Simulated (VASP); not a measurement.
A run of VASP 6.6.1:

Contents of INCAR:

```
SYSTEM = Bi
PREC = Accurate
ENCUT = 520
EDIFF = 1E-7
ISMEAR = 0
SIGMA = 0.1
LREAL = .FALSE.
LASPH = .TRUE.
NELM = 100
ALGO = Normal
ISIF = 2
LWAVE = .FALSE.
LCHARG = .TRUE.
GGA = PS
LELF = .TRUE.
LVHAR = .TRUE.
NBANDS = 22
```

File KPOINTS:

```
Automatic mesh
0
G
  14 14 8
  0 0 0
```

Contents of POSCAR:

```
Bi
1.0
    3.1994536083      0.0000000000      0.0000000000
    0.0000000000      3.2422388910      0.0000000000
   -0.0138718303      0.0000000000      6.3337979826
Bi
2
Direct
    0.3983292417      0.0000000000      0.2500193853
    0.6016707583      0.0000000000      0.7499806147
```

Potentials or basis: VASP PAW PBE potentials, release 64 (Bi_d).

Launch:

```console
$ cat potpaw_PBE.64/Bi_d/POTCAR > POTCAR
$ mpirun -np 1 vasp_std > vasp.out
```

Hardware: 1 thread of Intel(R) Xeon(R) 6975P-C (Granite Rapids), on a shared host.

How long does it take, and how much memory?

Run time: 2.2 min on 1 thread of Intel(R) Xeon(R) 6975P-C (Granite Rapids), with other jobs on the host, peak memory 0.57 GiB. Counts: scf iterations 12, k points 464.
